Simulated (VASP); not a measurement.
Mg3CdTe4, 8 atoms in the cell. The structure is tetragonal, space group P-4m2 (No. 115). Conventional cell: a = 4.225 Å, b = 4.225 Å, c = 11.949 Å, α = 90.00°, β = 90.00°, γ = 90.00°. Within 3.4 Å of Mg (site symmetry -4m2) lie 4 Te at 2.59 Å. Within 3.4 Å of Mg (site symmetry 2mm) lie 4 Te at 2.59 Å. Cd (site symmetry -4m2) has 4 Te at 2.59 Å within 3.4 Å. Within 3.4 Å of Te (site symmetry 2mm) lie 2 Mg at 2.59 Å and 2 Cd at 2.59 Å. Te (site symmetry 2mm) has 4 Mg at 2.59 Å within 3.4 Å. 

```yaml
Program: VASP 6.6.1
Task: relaxation of cell and atoms
Functional: PBE
Potentials_or_basis: VASP PAW PBE potentials, release 64 (Mg, Cd, Te)
Cutoff: 600 eV
k_mesh: 4 × 4 × 2
Occupations: gaussian, width 0.1 eV
Spin: no spin polarisation
Dipole_correction: no
Further_INCAR_settings: ALGO = Normal; EDIFF = 1e-06; IBRION = 2; EDIFFG = -0.04; NSW = 90; ISIF = 3
```

Potentials or basis: VASP PAW PBE potentials, release 64 (Mg, Cd, Te).

Launch:

```sh
$ cat potpaw_PBE.64/Mg/POTCAR potpaw_PBE.64/Cd/POTCAR potpaw_PBE.64/Te/POTCAR > POTCAR
$ mpirun -np 1 vasp_std > vasp.out
```

Hardware: 1 thread of Intel Xeon 8259CL, with other jobs on the host.

Problem. Estimate the wall time of this run.

Solution. It took 11 min on 1 thread of Intel Xeon 8259CL, with other jobs on the host, peak memory 0.42 GiB. Counts: scf iterations 75, k points 12, ion steps 9.
